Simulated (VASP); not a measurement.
Wanted: the native input for a VASP 6.6.1 run.

- Task: single point
- Functional: LDA
- Potentials or basis: VASP PAW LDA potentials, release 64 (Li_sv, F)
- Cutoff: 520 eV
- k mesh: 10 × 10 × 10
- Occupations: fermi-dirac, width 0.03 eV
- Spin: no spin polarisation
- Dipole correction: no
- Further INCAR settings: ALGO = Normal; EDIFF = 1e-06; NBANDS = 12

The structure of LiF lies in POSCAR:

```
LiF
1.0
    0.0000000000      2.0072641637      2.0072641637
    2.0072641637      0.0000000000      2.0072641637
    2.0072641637      2.0072641637      0.0000000000
Li F
1 1
Direct
    0.0000000000      0.0000000000      0.0000000000
    0.5000000000      0.5000000000      0.5000000000
```

This cell differs from its parent crystal: volume scaled by 0.99.

The input as run:

INCAR

```
SYSTEM = LiF
ALGO     = Normal         ! electronic algorithm
EDIFF    = 1E-6           ! SCF threshold, eV
ENCUT    = 520            ! plane-wave cutoff, eV
ISIF     = 2              ! what is computed and relaxed
ISMEAR   = -1             ! smearing method
LASPH    = .True.         ! aspherical terms in the spheres
LCHARG   = .False.        ! write CHGCAR
LREAL    = .False.        ! projectors in reciprocal space
LWAVE    = .False.        ! write WAVECAR
NBANDS   = 12             ! bands
NELM     = 60             ! most SCF steps
PREC     = Accurate       ! precision mode
SIGMA    = 0.03           ! smearing width, eV
```

KPOINTS

```
k-points
0
Gamma
  10 10 10
  0 0 0
```

Potentials or basis: VASP PAW LDA potentials, release 64 (Li_sv, F).

Run with:

```sh
$ cat potpaw_LDA.64/Li_sv/POTCAR potpaw_LDA.64/F/POTCAR > POTCAR
$ mpirun -np 1 vasp_std > vasp.out
```

Results of the run:

| Item | Value |
| --- | --- |
| Band gap on the k mesh | 8.93 eV, direct |

Run time: 6.9 s on 1 thread of Intel(R) Xeon(R) Platinum 8259CL CPU @ 2.50GHz (Skylake/Cascade Lake), with other jobs on the host, peak memory 0.12 GiB.
